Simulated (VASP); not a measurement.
Here is a VASP 6.6.1 calculation.

File INCAR:

```
SYSTEM = Ru
  ALGO = Fast
  EDIFF = 1E-7
  ENCUT = 520
  GGA = CA
  ISIF = 2
  ISMEAR = 0
  LASPH = .True.
  LCHARG = .False.
  LREAL = .False.
  LWAVE = .False.
  NBANDS = 21
  NELM = 80
  PREC = Accurate
  SIGMA = 0.15
```

KPOINTS

```
k-points
0
Gamma
  21 21 12
  0 0 0
```

POSCAR

```
Ru
1.0
    2.7057993342      0.0000000000      0.0000000000
   -1.3528996671      2.3432909610      0.0000000000
    0.0000000000      0.0000000000      4.0678050000
Ru
2
Direct
    0.3333333333      0.6666666667      0.2500000000
    0.6666666667      0.3333333333      0.7500000000
```

Potentials or basis: VASP PAW LDA potentials, release 64 (Ru_pv).

Launch:

```sh
$ cat potpaw_LDA.64/Ru_pv/POTCAR > POTCAR
$ mpirun -np 1 vasp_std > vasp.out
```

(1) Predict the pressure.

(2) Estimate the band gap on the k mesh.

Results:

(1) 8.5 GPa.

(2) zero (band 14 reaches 15.15 eV, above the bottom of band 15 at 11.72 eV).

Caveat: the cell differs from its parent crystal (strain -0.0500 x Voigt [0, 0, 1, 0, 0, 0]).
